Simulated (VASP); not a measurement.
# BaTe (Fm-3m) in VASP: further runs

BaTe is run at these levels: LDA, PBE; tasks: density of states, vibrations by perturbation theory.

Program: VASP 6.6.1. These are calculated values, not measurements. Logs are shortened: lines on timing, memory, paths and dates and some standing lists are left out, and cuts for length are marked.

### Step 1. The cell of the first run

The structure is cubic, space group Fm-3m (No. 225). Conventional cell: a = 7.065 Å, b = 7.065 Å, c = 7.065 Å, α = 90.00°, β = 90.00°, γ = 90.00°. Ba (site symmetry m-3m) has 6 Te at 3.53 Å within 4.6 Å. Within 4.6 Å of Te (site symmetry m-3m) lie 6 Ba at 3.53 Å.

### Step 2. Density of states, LDA

POSCAR reads:

```
BaTe
1.0
    0.0000000000      3.5325585081      3.5325585081
    3.5325585081      0.0000000000      3.5325585081
    3.5325585081      3.5325585081      0.0000000000
Ba Te
1 1
Direct
    0.0000000000      0.0000000000      0.0000000000
    0.5000000000      0.5000000000      0.5000000000
```

INCAR.step1 reads:

```
ALGO = Normal
EDIFF = 1E-6
ENCUT = 520
ISIF = 2
ISMEAR = 0
LASPH = True
LCHARG = True
LREAL = False
LWAVE = False
NBANDS = 15
NELM = 80
PREC = Accurate
SIGMA = 0.02
```

KPOINTS.step1 reads:

```
k-points
0
Gamma
  8 8 8
```

INCAR.step2 reads:

```
ALGO = Normal
EDIFF = 1E-6
ENCUT = 520
ICHARG = 11
ISIF = 2
ISMEAR = -5
LASPH = True
LCHARG = False
LORBIT = 11
LREAL = False
LWAVE = False
NBANDS = 15
NEDOS = 2001
NELM = 80
PREC = Accurate
SIGMA = 0.02
```

KPOINTS.step2 reads:

```
k-points
0
Gamma
  12 12 12
```

Potentials or basis: VASP PAW LDA potentials, release 64 (Ba_sv, Te).

Command:

```
> cat potpaw_LDA.64/Ba_sv/POTCAR potpaw_LDA.64/Te/POTCAR > POTCAR
> cp INCAR.step1 INCAR
> cp KPOINTS.step1 KPOINTS
> mpirun -np 1 vasp_std > vasp.out
> cp INCAR.step2 INCAR
> cp KPOINTS.step2 KPOINTS
> mpirun -np 1 vasp_std > vasp.out
```

OUTCAR:

```text
EDIFF = 1E-6
   ENCUT = 520
   ICHARG = 11
   ISIF = 2
   ISMEAR = -5
   LASPH = True
   LORBIT = 11
   LREAL = False
   NELM = 80
   PREC = Accurate

 ion  position               nearest neighbor table
   1  0.000  0.000  0.000-   2 3.53   2 3.53   2 3.53   2 3.53   2 3.53   2 3.53
   2  0.500  0.500  0.500-   1 3.53   1 3.53   1 3.53   1 3.53   1 3.53   1 3.53

  LATTYP: Found a face centered cubic cell.
 ALAT       =     7.0651170162

  Lattice vectors:

 A1 = (   0.0000000000,   3.5325585081,   3.5325585081)
 A2 = (   3.5325585081,   0.0000000000,   3.5325585081)
 A3 = (   3.5325585081,   3.5325585081,   0.0000000000)

Analysis of symmetry for initial positions (statically):
=====================================================================
 Subroutine PRICEL returns:
 Original cell was already a primitive cell.

 Routine SETGRP: Setting up the symmetry group for a
 face centered cubic supercell.

 Subroutine GETGRP returns: Found 48 space group operations
 (whereof 48 operations were pure point group operations)
 out of a pool of 48 trial point group operations.

The static configuration has the point symmetry O_h .

Analysis of symmetry for dynamics (positions and initial velocities):
=====================================================================
 Subroutine PRICEL returns:
 Original cell was already a primitive cell.

 Routine SETGRP: Setting up the symmetry group for a
 face centered cubic supercell.

 Subroutine GETGRP returns: Found 48 space group operations
 (whereof 48 operations were pure point group operations)
 out of a pool of 48 trial point group operations.

The dynamic configuration has the point symmetry O_h .

 Subroutine INISYM returns: Found 48 space group operations
 (whereof 48 operations are pure point group operations),
 and found     1 'primitive' translations

----------------------------------------------------------------------------------------

                                     Primitive cell

  volume of cell :      88.1654

  direct lattice vectors                    reciprocal lattice vectors
     0.000000000  3.532558508  3.532558508    -0.141540472  0.141540472  0.141540472
     3.532558508  0.000000000  3.532558508     0.141540472 -0.141540472  0.141540472
     3.532558508  3.532558508  0.000000000     0.141540472  0.141540472 -0.141540472

  length of vectors
     4.995792152  4.995792152  4.995792152     0.245155290  0.245155290  0.245155290

  position of ions in fractional coordinates (direct lattice)
     0.000000000  0.000000000  0.000000000
     0.500000000  0.500000000  0.500000000

  ion indices of the primitive-cell ions
   primitive index   ion index
                 1           1
                 2           2

----------------------------------------------------------------------------------------

 KPOINTS: k-points

Automatic generation of k-mesh.
 Grid dimensions read from file:
 generate k-points for:   12   12   12

 Generating k-lattice:

  Cartesian coordinates                     Fractional coordinates (reciprocal lattice)
    -0.011795039  0.011795039  0.011795039     0.083333333  0.000000000  0.000000000
     0.011795039 -0.011795039  0.011795039     0.000000000  0.083333333  0.000000000
     0.011795039  0.011795039 -0.011795039     0.000000000  0.000000000  0.083333333

  Length of vectors
     0.020429607  0.020429607  0.020429607

  Shift w.r.t. Gamma in fractional coordinates (k-lattice)
     0.000000000  0.000000000  0.000000000

 TETIRR: Found    247 inequivalent tetrahedra from    10368

 Subroutine IBZKPT returns following result:
 ===========================================

 Found     72 irreducible k-points:

 Following reciprocal coordinates:
            Coordinates               Weight
  0.000000  0.000000  0.000000      1.000000
  0.083333  0.000000  0.000000      8.000000
  0.166667  0.000000  0.000000      8.000000
  0.250000  0.000000  0.000000      8.000000
  0.333333  0.000000  0.000000      8.000000
  0.416667  0.000000  0.000000      8.000000
[... 16 lines left out ...]
  0.500000  0.166667  0.000000     24.000000
 -0.416667  0.166667  0.000000     24.000000
 [... further k-points ...]
   k-points           NKPTS =     72   k-points in BZ     NKDIM =     72   number of bands    NBANDS=     15
   number of dos      NEDOS =   2001   number of ions     NIONS =      2
   total plane-waves  NPLWV =  64000
   dimension x,y,z NGX =    40 NGY =   40 NGZ =   40
   dimension x,y,z NGXF=    80 NGYF=   80 NGZF=   80
   ions per type =               1   1
   NGX,Y,Z   is equivalent  to a cutoff of  13.31, 13.31, 13.31 a.u.
   NGXF,Y,Z  is equivalent  to a cutoff of  26.62, 26.62, 26.62 a.u.
 SYSTEM =  unknown system
   PREC   = accura    normal or accurate (medium, high low for compatibility)
   ISTART =      0    job   : 0-new  1-cont  2-samecut
   ICHARG =     11    charge: 1-file 2-atom 10-const
   ISPIN  =      1    spin polarized calculation?
   LNONCOLLINEAR =      F non collinear calculations
   LSORBIT =      F    spin-orbit coupling
   LASPH  =      T    aspherical Exc in radial PAW
   ENCUT  =  520.0 eV  38.22 Ry    6.18 a.u.   9.29  9.29  9.29*2*pi/ulx,y,z
   NELM   =     80;   NELMIN=  2; NELMDL=  0     # of ELM steps
   EDIFF  = 0.1E-05   stopping-criterion for ELM
   LREAL  =      F    real-space projection
   EDIFFG = 0.1E-04   stopping-criterion for IOM
   NSW    =      0    number of steps for IOM
   IBRION =     -1    ionic relax: 0-MD 1-quasi-New 2-CG
   NFREE  =      0    steps in history (QN), initial steepest desc. (CG)
   ISIF   =      2    stress and relaxation
   ISYM   =      2    0-nonsym 1-usesym 2-fastsym
   POTIM  = 0.5000    time-step for ionic-motion
   TEBEG  =    0.0;   TEEND  =   0.0 temperature during run
   PSTRESS=    0.0 pullay stress
   NELECT =      16.0000    total number of electrons
   NUPDOWN=      -1.0000    fix difference up-down
   EMIN   =  10.00;   EMAX   =-10.00  energy-range for DOS
   EFERMI =   0.00;   METHOD = LEGACY
   ISMEAR =    -5;   SIGMA  =   0.02  broadening in eV -4-tet -1-fermi 0-gaus
   EFERMI_NEDOS =   21; number of points for ismear=-14 and -15
   IALGO  =     38    algorithm
   IMIX   =      4    mixing-type and parameters
     AMIX     =   0.40;   BMIX     =  1.00
     AMIX_MAG =   1.60;   BMIX_MAG =  1.00
  volume/ion in A,a.u.               =      44.08       297.48
  Fermi-wavevector in a.u.,A,eV,Ry     =   0.926863  1.751517 11.688421  0.859075
  Thomas-Fermi vector in A             =   2.052871
   LORBIT       =     11    0 simple, 1 ext, 2 COOP (PROOUT), +10 PAW based schemes
   GGA     = CA    functional components
   LHFCALC =     F    Hartree Fock is set to
   AEXX    =    0.0000 exact exchange contribution
   IVDW    =     0    specifies the selected vdW correction
   LEPSILON=     F    determine dielectric tensor
   LRPA    =     F    only Hartree local field effects (RPA)
 non-spin polarized calculation
 Fermi weights with tetrahedron method with Bloechl corrections
  energy-cutoff  :      520.00
  volume of cell :       88.17
 maximum number of plane-waves:      2421
 NGX is ok and might be reduce to    40

 number of electron      16.0000000 magnetization

 Free energy of the ion-electron system (eV)
  ---------------------------------------------------
  ext. energy  EPLUGINS =         0.00000000
  ---------------------------------------------------
  free energy    TOTEN  =        -9.56744031 eV

  energy without entropy =       -9.56744031  energy(sigma->0) =       -9.56744031

 E-fermi :   1.9102     XC(G=0):  -8.4335

 val. band max:        1.9099811356   @ k =   0.0000   0.0000   0.0000
 cond. band min:       3.3600141932   @ k =   0.5000   0.5000   0.0000
 fundamental gap:      1.4500330577
 Fermi energy:         1.9102040197

 k-point     1 :       0.0000    0.0000    0.0000
  band No.  band energies     occupation
      1     -25.1104      2.00000
      2     -10.2723      2.00000
      3     -10.2723      2.00000
      4     -10.2723      2.00000
      5      -7.6377      2.00000
      6       1.9100      2.00000
      7       1.9100      2.00000
      8       1.9100      2.00000
      9       4.4917      0.00000
     10       4.7337      0.00000
     11       4.7337      0.00000
     12       4.7337      0.00000
     13       5.3721      0.00000
     14       5.3721      0.00000
     15       8.7432      0.00000

 k-point     2 :       0.0833    0.0000    0.0000
  band No.  band energies     occupation
      1     -25.1096      2.00000
      2     -10.3028      2.00000
      3     -10.2731      2.00000
      4     -10.2731      2.00000
      5      -7.5895      2.00000
      6       1.6441      2.00000
      7       1.8001      2.00000
      8       1.8001      2.00000
      9       4.6704      0.00000
     10       4.8215      0.00000
     11       4.8215      0.00000
     12       4.8961      0.00000
     13       5.5696      0.00000
     14       5.5696      0.00000
     15       8.9637      0.00000

 k-point     3 :       0.1667    0.0000    0.0000
  band No.  band energies     occupation
      1     -25.1075      2.00000
      2     -10.3819      2.00000
      3     -10.2752      2.00000
      4     -10.2752      2.00000
      5      -7.4609      2.00000
      6       1.0977      2.00000
      7       1.5436      2.00000
      8       1.5436      2.00000
      9       4.7420      0.00000
     10       5.0615      0.00000
     11       5.0615      0.00000
     12       5.6182      0.00000
     13       6.1041      0.00000
     14       6.1041      0.00000
     15       9.5457      0.00000
[... 343 lines left out ...]
 k-point    23 :       0.5000    0.1667    0.0000
  band No.  band energies     occupation
      1     -25.0977      2.00000
      2     -10.5960      2.00000
      3     -10.3200      2.00000
      4     -10.3006      2.00000
      5      -7.0788      2.00000
      6      -0.0025      2.00000
      7       0.8514      2.00000
      8       0.9723      2.00000
      9       5.1139      0.00000
     10       6.5125      0.00000
     11       6.7787      0.00000
     12       6.9786      0.00000
     13       7.8081      0.00000
     14       8.5471      0.00000
     15       8.9886      0.00000

 k-point    24 :      -0.4167    0.1667    0.0000
  band No.  band energies     occupation
      1     -25.0975      2.00000
      2     -10.6032      2.00000
      3     -10.3295      2.00000
      4     -10.2932      2.00000
      5      -7.0556      2.00000
      6      -0.0573      2.00000
      7       0.8762      2.00000
      8       0.8884      2.00000
      9       5.6163      0.00000
     10       6.0774      0.00000
     11       6.4652      0.00000
     12       7.1893      0.00000
     13       7.9452      0.00000
     14       8.6291      0.00000
     15       9.4892      0.00000

 [... further k-points ...]
[... 5 lines left out ...]
  --------------------------------------------------------------------------------------
  -------------------------------------------------------------------------------------
  Total       -1.1932803     -1.1932803     -1.1932803      0.0000000      0.0000000     -0.0000000
  in kB      -21.6847765    -21.6847765    -21.6847765      0.0000000      0.0000000     -0.0000000
  external PRESSURE =     -21.6847765 kB  Pullay stress =       0.0000000 kB

 VOLUME and BASIS-vectors are now :
 -----------------------------------------------------------------------------
  energy-cutoff  :      520.00
  volume of cell :       88.17
      direct lattice vectors                 reciprocal lattice vectors
     0.000000000  3.532558508  3.532558508    -0.141540472  0.141540472  0.141540472
     3.532558508  0.000000000  3.532558508     0.141540472 -0.141540472  0.141540472
     3.532558508  3.532558508  0.000000000     0.141540472  0.141540472 -0.141540472

 POSITION                                       TOTAL-FORCE (eV/Angst)
 -----------------------------------------------------------------------------------
      0.00000      0.00000      0.00000         0.000000      0.000000      0.000000
      3.53256      3.53256      3.53256        -0.000000     -0.000000     -0.000000
 -----------------------------------------------------------------------------------
    total drift:                                0.000000     -0.000000     -0.000000

  FREE ENERGIE OF THE ION-ELECTRON SYSTEM (eV)
  ---------------------------------------------------
  free  energy   TOTEN  =        -9.5674403143 eV

  energy  without entropy=       -9.5674403143  energy(sigma->0) =       -9.56744031

 total charge

# of ion       s       p       d       tot
------------------------------------------
    1        2.007   5.593   0.262   7.862
    2        1.349   2.112   0.003   3.464
--------------------------------------------------
tot          3.356   7.705   0.265  11.327
```

It took 36 s on 1 thread of Intel Xeon 6975P-C (Granite Rapids), shared host; peak memory 0.25 GiB.

What came out:

| Quantity | Value |
| --- | --- |
| Valence electrons inside the program's atomic spheres | Ba 7.86; Te 3.46 |

Caveat: spin-orbit coupling is left out, which moves the levels of the heavy elements.

[end of part 1 of 2]
